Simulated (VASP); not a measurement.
Set up this calculation in VASP 6.6.1, as the native input.

* Task: single point
* Functional: PBE
* Potentials or basis: VASP PAW PBE potentials, release 64 (In_d, H)
* Cutoff: 500 eV
* k mesh: 10 × 10 × 4
* Occupations: gaussian, width 0.1 eV
* Spin: no spin polarisation
* Dipole correction: no
* Further INCAR settings: ALGO = Normal; EDIFF = 1e-06; NBANDS = 62

The structure of In8H lies in POSCAR:

```
In8H
1.0
    6.5844284636     -0.0357387306      0.2835671007
   -1.6615824402      2.8779452074      0.0000000000
    0.4384727072      0.2531523355     12.2094959443
In H
8 1
Direct
    0.1830359637      0.1830359637      0.0278341205
    0.6959777824      0.1959777824     -0.0037125688
    0.0329943110      0.5329943110      0.2631175605
    0.5471375988      0.5471375988      0.2314495422
   -0.1034753909     -0.1034753909      0.5041114233
    0.4107846323     -0.0892153677      0.4720752780
    0.2619668209      0.2619668209      0.7074158870
    0.7489117197      0.2489117197      0.7396362726
    0.2226665623      0.2226665623      0.8675962942
```

The input as run:

INCAR

```
  ALGO = Normal
  EDIFF = 1E-6
  ENCUT = 500
  GGA = PE
  GGA_COMPAT = F
  ISIF = 2
  ISMEAR = 0
  KPAR = 4
  LASPH = T
  LCHARG = F
  LREAL = F
  LWAVE = F
  NBANDS = 62
  NELM = 120
  PREC = Accurate
  SIGMA = 0.1
```

KPOINTS

```
k-points
0
Gamma
  10 10 4
```

Potentials or basis: VASP PAW PBE potentials, release 64 (In_d, H).

Run with:

```bash
$ cat potpaw_PBE.64/In_d/POTCAR potpaw_PBE.64/H/POTCAR > POTCAR
$ mpirun -np 4 vasp_std > vasp.out
```

Results of the run:

```
Pressure               : -0.1 GPa
Largest force          : 0.009 eV/Å
Band gap on the k mesh : zero (an odd number of electrons rules out a gap without spin polarisation)
```

Caveat: spin-orbit coupling is left out, which moves the levels of the heavy elements.

Wall time 6.5 min on 4 MPI ranks on Intel(R) Xeon(R) Platinum 8488C (Sapphire Rapids), with other jobs on the host, peak memory 1.1 GiB a rank.
